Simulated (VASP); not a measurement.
Write the native input for VASP 6.6.1 that does the following.

```yaml
Task: single point
Functional: PBE
Potentials_or_basis: VASP PAW PBE potentials, release 64 (Fe_sv)
Cutoff: 690 eV
k_mesh: 13 × 13 × 13
Occupations: gaussian, width 0.015 eV
Spin: collinear spin, ferromagnetic start
Starting_moments: "[3.0] μB"
Dipole_correction: no
Further_INCAR_settings: ALGO = Normal; EDIFF = 1e-06; NBANDS = 18
```

The structure of Fe lies in POSCAR:

```
Fe
1.0
   -1.4430000000      1.4430000000      1.4430000000
    1.4430000000     -1.4430000000      1.4430000000
    1.4430000000      1.4430000000     -1.4430000000
Fe
1
Direct
    0.0000000000      0.0000000000      0.0000000000
```

The input as run:

INCAR

```
PREC = Accurate
ENCUT = 690
EDIFF = 1E-6
ISMEAR = 0
SIGMA = 0.015
LREAL = F
LASPH = T
NELM = 200
ALGO = Normal
ISIF = 2
LWAVE = F
LCHARG = F
ISPIN = 2
MAGMOM = 3
LORBIT = 11
LMAXMIX = 4
GGA = PE
NBANDS = 18
GGA_COMPAT = F
```

KPOINTS

```
regular mesh
0
Gamma
  13 13 13
```

Potentials or basis: VASP PAW PBE potentials, release 64 (Fe_sv).

Command:

```bash
$ cat potpaw_PBE.64/Fe_sv/POTCAR > POTCAR
$ mpirun -np 1 vasp_std > vasp.out
```

Results of the run:

```json
{"Pressure": "-11.0 GPa", "Net moment": "2.25 μB per cell", "Site moments": "Fe +2.27 μB", "Valence electrons inside the program's atomic spheres": "Fe 13.71"}
```

Caveat: the cell stands under tension.

Wall time 2.2 min on 1 thread of AMD EPYC 7571 (shared host), peak memory 0.14 GiB.
